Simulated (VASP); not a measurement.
Here is a VASP 6.6.1 calculation.

File INCAR:

```
PREC     = Accurate       # precision mode
ENCUT    = 520            # plane-wave cutoff, eV
EDIFF    = 1E-7           # SCF threshold, eV
ISMEAR   = 0              # smearing method
SIGMA    = 0.15           # smearing width, eV
LREAL    = False          # projectors in reciprocal space
LASPH    = True           # aspherical terms in the spheres
NELM     = 80             # most SCF steps
ALGO     = Normal         # electronic algorithm
ISIF     = 2              # what is computed and relaxed
LWAVE    = False          # write WAVECAR
LCHARG   = False          # write CHGCAR
GGA      = PS             # functional
NBANDS   = 24             # bands
```

File KPOINTS:

```
Automatic mesh
0
Gamma
  18 18 8
```

File POSCAR:

```
TaN
1.0
    2.9561670192      0.0000000000      0.0000000000
   -1.4780835096      2.5601157364      0.0000000000
    0.0000000000      0.0000000000      6.2097244405
Ta N
2 2
Direct
    0.3333333333      0.6666666667      0.0301041378
    0.6666666667      0.3333333333      0.5301041378
    0.3333333333      0.6666666667      0.3548958622
    0.6666666667      0.3333333333      0.8548958622
```

Potentials or basis: VASP PAW PBE potentials, release 64 (Ta_pv, N).

Launch:

```bash
$ cat potpaw_PBE.64/Ta_pv/POTCAR potpaw_PBE.64/N/POTCAR > POTCAR
$ mpirun -np 1 vasp_std > vasp.out
```

Task: Predict the band gap on the k mesh.

Result: Zero (bands 16 and 17 overlap by 0.23 eV).

Task: Estimate the pressure.

Result: 24.0 GPa.

Stress tensor (GPa, compression positive):
```
34.19  0.00  0.00
 0.00 34.19  0.00
 0.00  0.00  3.51
```

Caveat: the stress differs along the axes, from 4 to 34 GPa; the PAW data sets were made with another functional, which shifts forces and pressure a little; spin-orbit coupling is left out, which moves the levels of the heavy elements.
